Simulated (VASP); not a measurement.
Input of a VASP 6.6.1 run:

The input POSCAR:

```
Ni
1.0
    2.4480228978      0.0000000000      0.0000000000
   -1.2240114489      2.1200500186      0.0000000000
    0.0000000000      0.0000000000      4.0728075700
Ni
2
Direct
    0.6666666667      0.3333333333      0.7500000000
    0.3333333333      0.6666666667      0.2500000000
```

INCAR.step1

```
SYSTEM = Ni
ALGO = Normal ; EDIFF = 1E-4
ENCUT = 520 ; GGA = PE
ISMEAR = -1 ; ISPIN = 2
LASPH = .True. ; LCHARG = .False.
LDAU = .True. ; LDAUJ = 0
LDAUL = 2 ; LDAUTYPE = 2
LDAUU = 3.5 ; LMAXMIX = 4
LREAL = .False. ; LWAVE = .True.
MAGMOM = 1 1 ; NBANDS = 21
NELM = 150 ; PREC = Accurate
SIGMA = 0.1
```

File INCAR.step2:

```
SYSTEM = Ni
ALGO = Normal ; BPARAM = 11.95
CPARAM = 0.0093 ; EDIFF = 1E-7
ENCUT = 520 ; ISIF = 2
ISMEAR = -1 ; ISPIN = 2
ISTART = 1 ; IVDW_NL = 2
LASPH = .True. ; LCHARG = .False.
LDAU = .True. ; LDAUJ = 0
LDAUL = 2 ; LDAUPRINT = 1
LDAUTYPE = 2 ; LDAUU = 3.5
LMAXMIX = 4 ; LMIXTAU = .True.
LORBIT = 11 ; LREAL = .False.
LUSE_VDW = .True. ; LWAVE = .False.
MAGMOM = 1 1 ; METAGGA = R2SCAN
NBANDS = 21 ; NELM = 150
PREC = Accurate ; SIGMA = 0.1
```

Contents of KPOINTS:

```
k-points
0
Gamma
  12 12 7
  0 0 0
```

Potentials or basis: VASP PAW PBE potentials, release 64 (Ni).

Run with:

```sh
$ cat potpaw_PBE.64/Ni/POTCAR > POTCAR
$ cp INCAR.step1 INCAR
$ mpirun -np 1 vasp_std > vasp.out
$ cp INCAR.step2 INCAR
$ mpirun -np 1 vasp_std > vasp.out
```

(1) Predict the net moment.

(2) Estimate the pressure.

(3) Predict the site moments.

## Answers

(1) 1.77 μB per cell.

(2) 8.9 GPa.

(3) Ni +0.90 μB.

Caveat: the PAW data sets were made with another functional, which shifts forces and pressure a little; the U is typed as a test and isn't derived for this compound.
